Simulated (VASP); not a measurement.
Wanted: the native input for a VASP 6.6.1 run.

- Task: single point
- Functional: PBE
- Dispersion: D3(BJ)
- Potentials or basis: VASP PAW PBE potentials, release 64 (C)
- Cutoff: 520 eV
- k mesh: 22 × 22 × 8
- Occupations: gaussian, width 0.15 eV
- Spin: no spin polarisation
- Dipole correction: no
- Further INCAR settings: ALGO = Normal; EDIFF = 1e-06; NBANDS = 16

The structure of C lies in POSCAR:

```
C
1.0
    1.2327689981     -2.1341461166     -0.0160060959
    1.2327689981      2.1341461166      0.0160060959
    0.0000000000      0.0509923776      6.7989836842
C
4
Direct
    0.0833101797      0.9166898203      0.7500000000
    0.5833101797      0.4166898203      0.2500000000
    0.9166898203      0.0833101797      0.2500000000
    0.4166898203      0.5833101797      0.7500000000
```

This cell differs from its parent crystal: strain +0.0150 x Voigt [0, 0, 0, 1, 0, 0].

One way to write it, as run:

INCAR

```
ALGO = Normal
EDIFF = 1E-6
ENCUT = 520
GGA = PE
ISIF = 2
ISMEAR = 0
IVDW = 12
LASPH = T
LCHARG = F
LREAL = F
LWAVE = F
NBANDS = 16
NELM = 100
PREC = Accurate
SIGMA = 0.15
```

KPOINTS

```
k-points
0
Gamma
  22 22 8
```

Potentials or basis: VASP PAW PBE potentials, release 64 (C).

Launch:

```bash
$ cat potpaw_PBE.64/C/POTCAR > POTCAR
$ mpirun -np 1 vasp_std > vasp.out
```

It gave:

```json
{"Pressure": "0.4 GPa", "Largest force": "0.006 eV/Å", "Band gap on the k mesh": "zero (band 8 reaches 4.47 eV, above the bottom of band 9 at 4.44 eV)", "Dispersion energy per atom": "-0.154 eV"}
```

Caveat: the cell differs from its parent crystal (strain +0.0150 x Voigt [0, 0, 0, 1, 0, 0]).

It took 11 min on 1 thread of Oxide Virtual Turin-like Processor, with other jobs on the host, peak memory 0.46 GiB.
